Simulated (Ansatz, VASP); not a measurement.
# ZrS in VASP and in Ansatz

```xyz
2
Lattice="0.0000 2.6775 2.6250 2.5725 0.0000 2.6250 2.5725 2.6775 0.0000" Properties=species:S:1:pos:R:3 pbc="T T T"
Zr    0.0000    0.0000    0.0000
S     2.5725    2.6775    2.6250
```

Change from the starting cell: strain -0.0200 x Voigt [1, -1, 0, 0, 0, 0], atoms carried along.

Alike in both runs: task single point; functional r2SCAN; k mesh 16 × 16 × 16; occupations gaussian, width 0.15 eV; no spin polarisation.

```csv
,VASP,Ansatz
version,VASP 6.6.1,Ansatz 0.2.0
potentials or method,"VASP PAW PBE potentials, release 64 (Zr_sv, S), cutoff 520 eV","scalar-relativistic, plane waves, PAW"
valence electrons in the cell,18,18
```

```tsv
	VASP	Ansatz	Ansatz less VASP
gap on the k mesh at the Fermi level (eV)	none	none	-
pressure (GPa)	-1.5	-1.5	+0.02
traceless stress, the component that is largest in VASP (GPa)	5.62	5.61	-0.013
```

VASP's potentials were made for PBE, not for r2SCAN. A gap of «none» marks a metal or a gap that the smearing closes.
